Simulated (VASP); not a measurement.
Write the native input for VASP 6.6.1 that does the following.

```
Task                   : single point
Functional             : PBEsol
Potentials or basis    : VASP PAW PBE potentials, release 64 (Ca_sv)
Cutoff                 : 520 eV
k mesh                 : 11 × 11 × 3
Occupations            : fermi-dirac, width 0.1 eV
Spin                   : no spin polarisation
Dipole correction      : no
Further INCAR settings : ALGO = Normal; EDIFF = 1e-06; NBANDS = 28
```

The structure of Ca lies in POSCAR:

```
Ca
1.0
    3.9053499743      0.0000000000      0.0000000000
   -1.9526749871      3.3821322884      0.0000000000
    0.0000000000      0.0000000000     12.8222402255
Ca
4
Direct
    1.0000000000      0.0000000000      1.0000000000
    1.0000000000      0.0000000000      0.5000000000
    0.3333333333      0.6666666667      0.2500000000
    0.6666666667      0.3333333333      0.7500000000
```

This isn't the form of Ca at room conditions, which is fcc.

One way to write it, as run:

INCAR

```
SYSTEM = Ca
PREC = Accurate
ENCUT = 520
EDIFF = 1E-6
ISMEAR = -1
SIGMA = 0.1
LREAL = .False.
LASPH = .True.
NELM = 80
ALGO = Normal
ISIF = 2
LWAVE = .False.
LCHARG = .True.
GGA = PS
LELF = .True.
LVHAR = .True.
NBANDS = 28
```

KPOINTS

```
regular mesh
0
Gamma
  11 11 3
  0 0 0
```

Potentials or basis: VASP PAW PBE potentials, release 64 (Ca_sv).

Command:

```console
$ cat potpaw_PBE.64/Ca_sv/POTCAR > POTCAR
$ mpirun -np 1 vasp_std > vasp.out
```

Results of the run:

```json
{
  "Pressure": "-0.6 GPa",
  "Band gap on the k mesh": "zero (bands 20 and 21 overlap by 0.38 eV)"
}
```

Caveat: the PAW data sets were made with another functional, which shifts forces and pressure a little.

It took 3.5 min on 1 thread of Oxide Virtual Turin-like Processor (shared host), peak memory 0.29 GiB.
